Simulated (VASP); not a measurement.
**Pb: single point with PBE+D3(BJ)**

Pb:

```
Pb
1.0
     0.00000    2.49475    2.49475
     2.49475    0.00000    2.49475
     2.49475    2.49475    0.00000
Pb
1
Direct
  0.00000 0.00000 0.00000
```

```json
{
  "Program": "VASP 6.6.1",
  "Task": "single point",
  "Functional": "PBE",
  "Dispersion": "D3(BJ)",
  "Potentials or basis": "VASP PAW PBE potentials, release 64 (Pb_d)",
  "Cutoff": "500 eV",
  "k mesh": "6 × 6 × 6",
  "Occupations": "gaussian, width 0.1 eV",
  "Spin": "no spin polarisation",
  "Dipole correction": "no",
  "Further INCAR settings": "ALGO = Normal; EDIFF = 1e-06; NBANDS = 13"
}
```

* Pressure: -0.1 GPa
* Band gap on the k mesh: zero (band 7 reaches 14.26 eV, above the bottom of band 8 at 5.53 eV)
* Dispersion energy per atom: -0.400 eV

Levels at points of the mesh, in eV from the Fermi level:
| k point | band 4 | band 5 | band 6 | band 7 | band 8 | band 9 | band 10 | band 11 |
| --- | --- | --- | --- | --- | --- | --- | --- | --- |
| (0.00, 0.00, 0.00) | -17.02 | -17.02 | -11.70 | 7.12 | 7.12 | 7.12 | 9.63 | 10.94 |
| (0.50, 0.00, 0.00) | -16.89 | -16.89 | -8.21 | -4.20 | 5.34 | 5.34 | 9.12 | 9.15 |
| (0.50, 0.50, 0.00) | -16.86 | -16.86 | -6.86 | -3.29 | 1.91 | 1.91 | 5.21 | 6.46 |

It took 13 s on 1 thread of Intel Xeon 8259CL (shared host), peak memory 0.16 GiB.

Caveat: the k points lie up to 0.36 Å⁻¹ apart; spin-orbit coupling is left out, which moves the levels of the heavy elements; pairwise dispersion overbinds metals, which lowers pressure and volume.
